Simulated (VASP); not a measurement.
A run of VASP 6.6.1 is set up as follows.

The input POSCAR:

```
Ru
1.0
    0.0000000000      1.9177059125      1.9177059125
    1.9177059125      0.0000000000      1.9177059125
    1.9177059125      1.9177059125      0.0000000000
Ru
1
Direct
    0.0000000000      0.0000000000      0.0000000000
```

The input INCAR.step1:

```
PREC = Accurate
ENCUT = 520
ISMEAR = -1
SIGMA = 0.05
LREAL = False
LASPH = True
NELM = 150
ISPIN = 2
MAGMOM = 1
LMAXMIX = 4
NBANDS = 17
GGA = PE
ALGO = Normal
EDIFF = 1E-4
LWAVE = True
LCHARG = False
```

INCAR.step2

```
PREC = Accurate
ENCUT = 520
EDIFF = 1E-6
ISMEAR = -1
SIGMA = 0.05
LREAL = False
LASPH = True
NELM = 150
ALGO = Normal
ISIF = 2
LWAVE = False
LCHARG = True
ISPIN = 2
MAGMOM = 1
LORBIT = 11
LMAXMIX = 4
METAGGA = R2SCAN
LMIXTAU = True
LELF = True
LVHAR = True
NBANDS = 17
ISTART = 1
```

Contents of KPOINTS:

```
Automatic mesh
0
Gamma
  23 23 23
```

Potentials or basis: VASP PAW PBE potentials, release 64 (Ru_pv).

Run with:

```console
$ cat potpaw_PBE.64/Ru_pv/POTCAR > POTCAR
$ cp INCAR.step1 INCAR
$ mpirun -np 1 vasp_std > vasp.out
$ cp INCAR.step2 INCAR
$ mpirun -np 1 vasp_std > vasp.out
```

(1) Estimate the band gap on the k mesh.

(2) Predict the net moment.

Answers

(1) zero (filled and empty bands overlap).

(2) 0.00 μB per cell.

Caveat: the cell stands under tension; an empty level that is flat over the whole mesh can mark a ghost state of the potentials, or a narrow d or f band.
